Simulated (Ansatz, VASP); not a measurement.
## Re: VASP beside Ansatz

```
Re
1.0
     2.77703    0.00000    0.00000
    -1.38852    2.40498    0.00000
     0.00000    0.00000    4.46472
Re
2
Direct
  0.33333 0.66667 0.25000
  0.66667 0.33333 0.75000
```

Alike in both runs: task single point; functional BLYP; k mesh 21 × 21 × 12; occupations fermi-dirac, width 0.1 eV; no spin polarisation.

|  | VASP | Ansatz |
| --- | --- | --- |
| version | VASP 6.6.1 | Ansatz 0.2.0 |
| potentials or method | VASP PAW PBE potentials, release 64 (Re), cutoff 520 eV | plane waves (420 eV) with PAW, scalar-relativistic |
| valence electrons in the cell | 14 | 30 |

Ansatz gave:

- pressure (GPa): 14.6
- traceless stress, the component that is largest in VASP (GPa): 0.31

Problem. Which values does VASP return?

Solution. Pressure (GPa): 16.8; traceless stress, the component that is largest in VASP (GPa): 0.25.

VASP's potentials were made for PBE, not for BLYP. With one functional, cell and mesh, what is left measures potentials, basis and numerics. VASP's potentials hold 14 valence electrons a cell and Ansatz's 30, so a difference there can come from the potentials and not from the codes.

Neither program's run includes spin-orbit coupling.
